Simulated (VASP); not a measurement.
A run of VASP 6.6.1 is set up as follows.

The input INCAR:

```
SYSTEM = Sc18Pt
PREC = Accurate
ENCUT = 520
EDIFF = 1E-7
ISMEAR = -1
SIGMA = 0.05
LREAL = Auto
LASPH = .TRUE.
NELM = 80
ALGO = Normal
ISIF = 2
LWAVE = .FALSE.
LCHARG = .FALSE.
GGA = PE
IVDW = 12
NBANDS = 119
```

Contents of KPOINTS:

```
regular mesh
0
G
  3 2 1
  0 0 0
```

The input POSCAR:

```
Sc18Pt
1.0
    6.6200000000      0.0000000000      0.0000000000
    4.9650000000      8.5996320000      0.0000000000
    0.0000000000      0.0000000000     16.2761400000
Sc Pt
18 1
Direct
    0.0000000000      0.0000000000      0.0614396288
    0.5000000000      0.0000000000      0.0614396288
    0.0000000000      0.3333333333      0.0614396288
    0.5000000000      0.3333333333      0.0614396288
    0.0000000000      0.6666666667      0.0614396288
    0.5000000000      0.6666666667      0.0614396288
   -0.1618626887      0.2223091639      0.2138969682
    0.3283665384      0.2243447161      0.2102437679
   -0.1677243116      0.5544547720      0.2170031715
    0.3294265499      0.5582729587      0.2118586471
   -0.1694445757      0.8895976014      0.2125381079
    0.3261064595      0.8893339855      0.2139354908
   -0.0339088698      0.0106853410      0.3751973134
    0.4900009955      0.0017865881      0.3620055492
    0.0105770119      0.3298022520      0.3732858651
    0.4959282354      0.3378991101      0.3612291981
   -0.0044005136      0.6702512387      0.3658772903
    0.4949522435      0.6663301406      0.3685076437
    0.5887083120      0.1375558861      0.4721859728
```

Potentials or basis: VASP PAW PBE potentials, release 64 (Sc_sv, Pt).

Command:

```bash
$ cat potpaw_PBE.64/Sc_sv/POTCAR potpaw_PBE.64/Pt/POTCAR > POTCAR
$ mpirun -np 1 vasp_std > vasp.out
```

Estimate the band gap on the k mesh.

zero (bands 104 and 105 overlap by 0.07 eV).

What does it give for the dispersion energy per atom?

-0.282 eV.

Predict the largest force.

0.154 eV/Å.

Forces in eV/Å, atoms in the order of the input:
```
Sc   0.022 -0.015 -0.031
Sc  -0.084 -0.034 -0.012
Sc  -0.026  0.059 -0.046
Sc   0.043  0.037 -0.044
Sc  -0.010 -0.030  0.040
Sc  -0.007  0.021  0.049
Sc  -0.005  0.003 -0.002
Sc  -0.007  0.002  0.004
Sc  -0.002  0.002 -0.003
Sc  -0.001  0.000  0.002
Sc  -0.002  0.000 -0.002
Sc   0.002  0.000 -0.001
Sc   0.017 -0.008 -0.010
Sc  -0.023 -0.009 -0.019
Sc  -0.018  0.010 -0.010
Sc  -0.007  0.024 -0.015
Sc  -0.009  0.004  0.011
Sc   0.001 -0.005  0.005
Pt   0.113 -0.062  0.084
```

Caveat: the k points lie up to 0.37 Å⁻¹ apart; there is no dipole correction, which matters where the two faces differ; spin-orbit coupling is left out, which moves the levels of the heavy elements.
